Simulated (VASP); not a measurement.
A run of VASP 6.6.1 is set up as follows.

File INCAR:

```
AGGAC    = 1.0          
AGGAX    = 1.0          
ALDAC    = 0.0          
ALDAX    = 1.0          
ALGO     = Normal         # electronic algorithm
EDIFF    = 1E-6           # SCF threshold, eV
ENCUT    = 600            # plane-wave cutoff, eV
GGA      = B5             # functional
GGA_COMPAT= False        
ISIF     = 2              # what is computed and relaxed
ISMEAR   = -1             # smearing method
LASPH    = True           # aspherical terms in the spheres
LCHARG   = False          # write CHGCAR
LREAL    = False          # projectors in reciprocal space
LWAVE    = False          # write WAVECAR
NBANDS   = 11             # bands
NELM     = 120            # most SCF steps
PREC     = Accurate       # precision mode
SIGMA    = 0.1            # smearing width, eV
```

File KPOINTS:

```
k-points
0
Gamma
  22 22 4
```

Contents of POSCAR:

```
C
1.0
    1.7548822563      0.0000000000      0.0000000000
   -0.8774411281      1.5197726146      0.0000000000
    0.0000000000      0.0000000000      8.6814349086
C
2
Direct
    0.3333333333      0.6666666667      0.2500000000
    0.6666666667      0.3333333333      0.7500000000
```

Potentials or basis: VASP PAW PBE potentials, release 64 (C).

Launch:

```bash
$ cat potpaw_PBE.64/C/POTCAR > POTCAR
$ mpirun -np 1 vasp_std > vasp.out
```

(1) Estimate the pressure.

(2) Predict the band gap on the k mesh.

Results:

(1) 2.5 GPa.

(2) zero (band 4 reaches 3.96 eV, above the bottom of band 5 at 3.14 eV).

Caveat: the PAW data sets were made with another functional, which shifts forces and pressure a little; this functional lacks dispersion, which binds the layers, so the pressure and a relaxed spacing across them are unreliable.
